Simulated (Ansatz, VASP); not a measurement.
One calculation of ZnS, two programs

```
CELL_PARAMETERS angstrom
3.82270 0.00000 0.00000
-1.91135 3.31056 0.00000
0.00000 0.00000 12.52000
ATOMIC_POSITIONS crystal
Zn 0.00000 0.00000 0.00000
Zn 0.00000 0.00000 0.50000
Zn 0.33333 0.66667 0.27696
Zn 0.66667 0.33333 0.75000
S 0.00000 0.00000 0.18750
S 0.00000 0.00000 0.68750
S 0.33333 0.66667 0.43750
S 0.66667 0.33333 0.93750
```

Alike in both runs: task single point; functional r2SCAN; k mesh 6 × 6 × 2; occupations gaussian, width 0.05 eV; no spin polarisation.

```csv
,VASP,Ansatz
version,VASP 6.6.1,Ansatz 0.2.0
potentials or method,"VASP PAW PBE potentials, release 64 (Zn, S), cutoff 520 eV","scalar-relativistic, plane waves, PAW"
valence electrons in the cell,72,72
```

```csv
,VASP,Ansatz,Ansatz less VASP
gap on the k mesh at the Fermi level (eV),2.09,2.10,+0.008
least direct gap on the mesh (eV),2.09,2.10,+0.008
pressure (GPa),0.5,0.5,-0.07
"traceless stress, the component that is largest in VASP (GPa)",4.16,4.07,-0.091
rms of the force components (eV/Å),1.328,1.307,-0.0216
```

VASP's potentials were made for PBE, not for r2SCAN. Atom by atom the forces differ by 0.023 eV/Å (rms over components).
